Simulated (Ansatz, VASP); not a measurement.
## WC: VASP beside Ansatz

```
W C
1.0
     0.00000    2.19268    2.19268
     2.19268    0.00000    2.19268
     2.19268    2.19268    0.00000
W C
1 1
Direct
  0.98388 0.00000 0.00000
  0.50000 0.50000 0.50000
```

Change from the starting cell: all W atoms moved +0.050 Å, as atom 1 towards its neighbour atom 1 (W) at 3.101 Å.

Alike in both runs: task single point; functional PBEsol; k mesh 18 × 18 × 18; occupations gaussian, width 0.15 eV; no spin polarisation.

|  | VASP | Ansatz |
| --- | --- | --- |
| version | VASP 6.6.1 | Ansatz 0.2.0 |
| potentials or method | VASP PAW PBE potentials, release 64 (W_sv, C), cutoff 520 eV | scalar-relativistic, plane waves, PAW |
| valence electrons in the cell | 18 | 18 |

Ansatz gave:

| Item | Value |
| --- | --- |
| gap on the k mesh at the Fermi level (eV) | none |
| pressure (GPa) | -9.7 |
| traceless stress, the component that is largest in VASP (GPa) | -0.45 |
| rms of the force components (eV/Å) | 0.177 |

Question: Estimate VASP's values.

Answer: gap on the k mesh at the Fermi level (eV): none; pressure (GPa): -8.7; traceless stress, the component that is largest in VASP (GPa): -0.46; rms of the force components (eV/Å): 0.179.

VASP's potentials were made for PBE, not for PBEsol. Atom by atom the forces differ by 0.003 eV/Å (rms over components). A gap of «none» marks a metal or a gap that the smearing closes.

Spin-orbit coupling is off throughout.
